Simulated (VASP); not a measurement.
Wanted: the native input for a VASP 6.6.1 run.

```
Task                   : single point
Functional             : PBEsol
Potentials or basis    : VASP PAW PBE potentials, release 64 (W_sv, Se)
Cutoff                 : 520 eV
k mesh                 : 11 × 11 × 3
Occupations            : fermi-dirac, width 0.08 eV
Spin                   : no spin polarisation
Dipole correction      : no
Further INCAR settings : ALGO = Normal; EDIFF = 1e-06; NBANDS = 35
```

The structure of WSe2 lies in POSCAR:

```
WSe2
1.0
    3.2899984505      0.0000000000      0.0000000000
   -1.6449992252      2.8492222365      0.0000000000
    0.0000000000      0.0000000000     12.9700000000
W Se
2 4
Direct
    0.3333333333      0.6666666667      0.2500000000
    0.6666666667      0.3333333333      0.7500000000
    0.3333333333      0.6666666667      0.6210000000
    0.6666666667      0.3333333333      0.1210000000
    0.3333333333      0.6666666667      0.8790000000
    0.6666666667      0.3333333333      0.3790000000
```

The input as run:

INCAR

```
PREC = Accurate
ENCUT = 520
EDIFF = 1E-6
ISMEAR = -1
SIGMA = 0.08
LREAL = False
LASPH = True
NELM = 60
ALGO = Normal
ISIF = 2
LWAVE = False
LCHARG = False
GGA = PS
NBANDS = 35
```

KPOINTS

```
regular mesh
0
Gamma
  11 11 3
```

Potentials or basis: VASP PAW PBE potentials, release 64 (W_sv, Se).

Launch:

```sh
$ cat potpaw_PBE.64/W_sv/POTCAR potpaw_PBE.64/Se/POTCAR > POTCAR
$ mpirun -np 1 vasp_std > vasp.out
```

Results of the run:

```json
{
 "Pressure": "-0.8 GPa",
 "Largest force": "0.071 eV/Å",
 "Band gap on the k mesh": "0.91 eV (least direct gap 1.73 eV)"
}
```

Caveat: the PAW data sets were made with another functional, which shifts forces and pressure a little; spin-orbit coupling is left out, which moves the levels of the heavy elements; this functional lacks dispersion, which binds layers or chains, so the pressure and a relaxed spacing across them are unreliable.

Run time: 120 s on 1 thread of AMD EPYC 7R43 64-Core Processor (Zen 3), with other jobs on the host, peak memory 0.25 GiB.
